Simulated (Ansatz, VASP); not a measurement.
**PbF2: VASP beside Ansatz**

File INCAR:

```
  PREC = Accurate
  ENCUT = 520
  EDIFF = 1E-6
  ISMEAR = -1
  SIGMA = 0.03
  LREAL = F
  LASPH = T
  NELM = 100
  ALGO = Normal
  ISIF = 2
  LWAVE = F
  LCHARG = T
  GGA = CA
  LELF = T
  LVHAR = T
  NBANDS = 21
```

Contents of KPOINTS:

```
Automatic mesh
0
Gamma
  7 7 7
```

POSCAR

```
PbF2
1.0
    0.0000000000      2.9995485000      2.9698500000
    2.9995485000      0.0000000000      2.9698500000
    2.9995485000      2.9995485000      0.0000000000
Pb F
1 2
Direct
    0.0000000000      0.0000000000      0.0000000000
    0.2500000000      0.2500000000      0.2500000000
    0.7500000000      0.7500000000      0.7500000000
```

Input for Ansatz:

```yaml
crystal:
  lattice:
    - [0.0, 2.9995485, 2.96985]
    - [2.9995485, 0.0, 2.96985]
    - [2.9995485, 2.9995485, 0.0]
  atoms:
    - { symbol: Pb, position: [0.0, 0.0, 0.0] }
    - { symbol: F, position: [0.25, 0.25, 0.25] }
    - { symbol: F, position: [0.75, 0.75, 0.75] }
kpoints:
  mp_grid: { grid: [7, 7, 7] }
  band_path:
    path:
      - [0.0, 0.0, 0.0]
      - [0.0, 0.5, 0.5]
      - [0.25, 0.75, 0.5]
      - [0.0, 0.5, 0.0]
      - [0.0, 0.0, 0.0]
      - [0.5, 0.5, 0.0]
      - [0.3775125, 0.6224875, 0.0]
      - [-0.3775125, 0.3775125, 0.0]
      - [0.0, 0.0, 0.0]
    npoints: 5
scf:
  occupations: { method: fermi_dirac, width: 0.03 }
hamiltonian:
  xc: lda
  pseudopotentials: { kind: all_electron, lapw: { basis_error: 0.0005 } }
output:
  forces: true
  stress: true
  eigenvalues: true
```

Change from the starting cell: equal xx and yy strain of +1 %.

Alike in both runs: task single point; functional LDA; k mesh 7 × 7 × 7; occupations fermi-dirac, width 0.03 eV; no spin polarisation.

```csv
,VASP,Ansatz
version,VASP 6.6.1,Ansatz 0.2.0
potentials or method,"VASP PAW LDA potentials, release 64 (Pb_d, F), cutoff 520 eV","all-electron LAPW, scalar-relativistic"
```

Ansatz gave:

```
gap on the k mesh at the Fermi level (eV)                     : 4.25
pressure (GPa)                                                : -6.1
traceless stress, the component that is largest in VASP (GPa) : 0.38
```

Problem. What did VASP give for the same quantities?

Solution. gap on the k mesh at the Fermi level (eV): 4.22; pressure (GPa): -6.1; traceless stress, the component that is largest in VASP (GPa): 0.37.

LDA's correlation is that of Perdew and Zunger in VASP and of Perdew and Wang (1992) in Ansatz. Ansatz ran all-electron here, and VASP with PAW potentials.

Neither program's run includes spin-orbit coupling.
